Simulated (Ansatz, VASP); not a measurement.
VWC2: VASP beside Ansatz

```
W V C
1.0
     1.51704    0.87586    4.93389
    -1.51704    0.87586    4.93389
     0.00000   -1.75173    4.93389
W V C
1 1 2
Direct
  0.00000 0.00000 0.00000
  0.50000 0.50000 0.50000
  0.24649 0.24649 0.24649
  0.75351 0.75351 0.75351
```

Alike in both runs: task single point; functional PBEsol; k mesh 10 × 10 × 10; occupations fermi-dirac, width 0.05 eV; collinear spin.

```csv
,VASP,Ansatz
version,VASP 6.6.1,Ansatz 0.2.0
potentials or method,"VASP PAW PBE potentials, release 64 (W_sv, V_sv, C)",Ansatz PAW
plane-wave cutoff (eV),520,420
valence electrons in the cell,35,35
```

VASP gave:

- gap on the k mesh at the Fermi level (eV): none
- pressure (GPa): -9.8
- traceless stress, the component that is largest in VASP (GPa): -0.29
- rms of the force components (eV/Å): 0.036
- net moment per atom (μB): 0.00

Problem. Estimate Ansatz's values.

Solution. gap on the k mesh at the Fermi level (eV): none; pressure (GPa): -10.6; traceless stress, the component that is largest in VASP (GPa): -0.25; rms of the force components (eV/Å): 0.044; net moment per atom (μB): 0.00.

VASP's potentials were made for PBE, not for PBEsol. Atom by atom the forces differ by 0.008 eV/Å (rms over components). A gap of «none» marks a metal or a gap that the smearing closes. The functional is the same, so the differences come from potentials, cutoffs and numerics.

Spin-orbit coupling is off throughout.
